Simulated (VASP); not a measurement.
Input of a VASP 6.6.1 run:

Contents of INCAR:

```
  PREC = Accurate
  ENCUT = 520
  EDIFF = 1E-7
  ISMEAR = -1
  SIGMA = 0.1
  LREAL = False
  LASPH = True
  NELM = 80
  ALGO = Normal
  ISIF = 2
  LWAVE = False
  LCHARG = False
  GGA = PE
  NBANDS = 14
```

Contents of KPOINTS:

```
Automatic mesh
0
Gamma
  6 6 6
```

Contents of POSCAR:

```
Bi
1.0
    0.0000000000      2.5158775227      2.5158775227
    2.5158775227      0.0000000000      2.5158775227
    2.5158775227      2.5158775227      0.0000000000
Bi
1
Direct
    0.0000000000      0.0000000000      0.0000000000
```

Potentials or basis: VASP PAW PBE potentials, release 64 (Bi_d).

Run with:

```sh
$ cat potpaw_PBE.64/Bi_d/POTCAR > POTCAR
$ mpirun -np 1 vasp_std > vasp.out
```

(1) Estimate the pressure.

Answers

(1) -0.5 GPa.

Caveat: the k points lie up to 0.36 Å⁻¹ apart.
